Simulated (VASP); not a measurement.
The system is MnPt3.

```
CELL_PARAMETERS angstrom
0.00000 3.84230 3.84230
3.84230 0.00000 3.84230
3.84230 3.84230 0.00000
ATOMIC_POSITIONS crystal
Mn 0.00000 0.00000 0.00000
Mn 0.50000 0.50000 0.50000
Pt 0.50000 0.00000 0.00000
Pt 0.00000 0.50000 0.00000
Pt 0.00000 0.00000 0.50000
Pt 0.00000 0.50000 0.50000
Pt 0.50000 0.00000 0.50000
Pt 0.50000 0.50000 0.00000
```

Base run:

| Item | Value |
| --- | --- |
| Program | VASP 6.6.1 |
| Functional | LDA |
| Potentials or basis | VASP PAW LDA potentials, release 64 (Mn_pv, Pt) |
| Cutoff | 520 eV |
| k mesh | 8 × 8 × 8 |
| Occupations | gaussian, width 0.05 eV |
| Spin | collinear spin, antiferromagnetic start |
| Starting moments | [3.5, -3.5, 0.0, 0.0, 0.0, 0.0, 0.0, 0.0] μB |

Its results: pressure -0.2 GPa; net moment 0.00 μB per cell; site moments Mn +3.36, -3.36; Pt +0.00 μB.

Question: The run is repeated on the same cell with these changes: spin from collinear spin, antiferromagnetic start to collinear spin, ferromagnetic start; moments at the start from [3.5, -3.5, 0.0, 0.0, 0.0, 0.0, 0.0, 0.0 to [3.5, 3.5, 0.0, 0.0, 0.0, 0.0, 0.0, 0.0]. What comes out?

Answer: Pressure 0.3 GPa; net moment 8.30 μB per cell; site moments Mn +3.54; Pt +0.16 μB.

Caveats: the antiferromagnetic order is the one typed at the start, and another may lie lower (at least some runs).
